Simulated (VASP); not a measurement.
Write the native input for VASP 6.6.1 that does the following.

```
Task                   : single point
Functional             : PBE
Potentials or basis    : VASP PAW PBE potentials, release 64 (Zn, N, Sn_d)
Cutoff                 : 520 eV
k mesh                 : 6 × 6 × 4
Occupations            : fermi-dirac, width 0.02 eV
Spin                   : no spin polarisation
Dipole correction      : no
Further INCAR settings : ALGO = Normal; EDIFF = 1e-06; NBANDS = 26
```

The structure of ZnSnN2 lies in POSCAR:

```
ZnSnN2
1.0
    3.4806162616      0.0000000000      0.0000000000
    0.0000000000      3.4806162616      0.0000000000
    0.0000000000      0.0000000000      4.8576595754
Zn N Sn
1 2 1
Direct
    0.0000000000      0.0000000000      0.0000000000
    0.0000000000      0.5000000000      0.2443005681
    0.5000000000      0.0000000000      0.7556994319
    0.5000000000      0.5000000000      0.5000000000
```

This cell differs from its parent crystal: volume changed by +6%.

The input as run:

INCAR

```
ALGO = Normal
EDIFF = 1E-6
ENCUT = 520
GGA = PE
ISIF = 2
ISMEAR = -1
LASPH = True
LCHARG = True
LELF = True
LREAL = False
LVHAR = True
LWAVE = False
NBANDS = 26
NELM = 100
PREC = Accurate
SIGMA = 0.02
```

KPOINTS

```
k-points
0
Gamma
  6 6 4
```

Potentials or basis: VASP PAW PBE potentials, release 64 (Zn, N, Sn_d).

Run with:

```bash
$ cat potpaw_PBE.64/Zn/POTCAR potpaw_PBE.64/N/POTCAR potpaw_PBE.64/Sn_d/POTCAR > POTCAR
$ mpirun -np 1 vasp_std > vasp.out
```

It gave:

```json
{
 "Pressure": "-6.7 GPa",
 "Largest force": "0.164 eV/Å",
 "Band gap on the k mesh": "zero (filled and empty bands touch)"
}
```

Caveat: spin-orbit coupling is left out, which moves the levels of the heavy elements.

Wall time 25 s on 1 thread of Intel(R) Xeon(R) 6975P-C (Granite Rapids), with other jobs on the host, peak memory 0.2 GiB.
